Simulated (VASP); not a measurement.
## Pb: single point with PBE

Crystal: Pb.

```
CELL_PARAMETERS angstrom
3.28047 0.00000 0.00000
-1.64024 2.84097 0.00000
0.00000 0.00000 5.46389
ATOMIC_POSITIONS crystal
Pb 0.33333 0.66667 0.25000
Pb 0.66667 0.33333 0.75000
```

This isn't the form of Pb at room conditions, which is fcc.

| Quantity | Value |
| --- | --- |
| Program | VASP 6.6.1 |
| Task | single point |
| Functional | PBE |
| Potentials or basis | VASP PAW PBE potentials, release 64 (Pb_d) |
| Cutoff | 520 eV |
| k mesh | 14 × 14 × 8 |
| Occupations | fermi-dirac, width 0.05 eV |
| Spin | no spin polarisation |
| Dipole correction | no |
| Further INCAR settings | ALGO = Normal; EDIFF = 1e-06; NBANDS = 21 |

```json
{
  "Pressure": "15.1 GPa",
  "Band gap on the k mesh": "zero (bands 14 and 15 overlap by 9.02 eV)"
}
```

Levels at points of the mesh, in eV from the Fermi level:
| k point | band 12 | band 13 | band 14 | band 15 | band 16 | band 17 |
| --- | --- | --- | --- | --- | --- | --- |
| (0.00, 0.00, 0.00) | -8.48 | -5.16 | 6.91 | 6.91 | 8.51 | 9.03 |
| (0.50, 0.00, 0.00) | -7.24 | -3.20 | -1.89 | -0.69 | 1.86 | 2.44 |
| (0.00, 0.00, 0.50) | -11.63 | 0.81 | 0.81 | 7.90 | 7.90 | 7.90 |
| (0.50, 0.00, 0.50) | -7.49 | -4.47 | -4.47 | 4.06 | 4.06 | 4.09 |

Run time: 84 s on 1 thread of Intel Xeon 8259CL, with other jobs on the host, peak memory 0.23 GiB.

Caveat: the cell stands under pressure; spin-orbit coupling is left out, which moves the levels of the heavy elements.
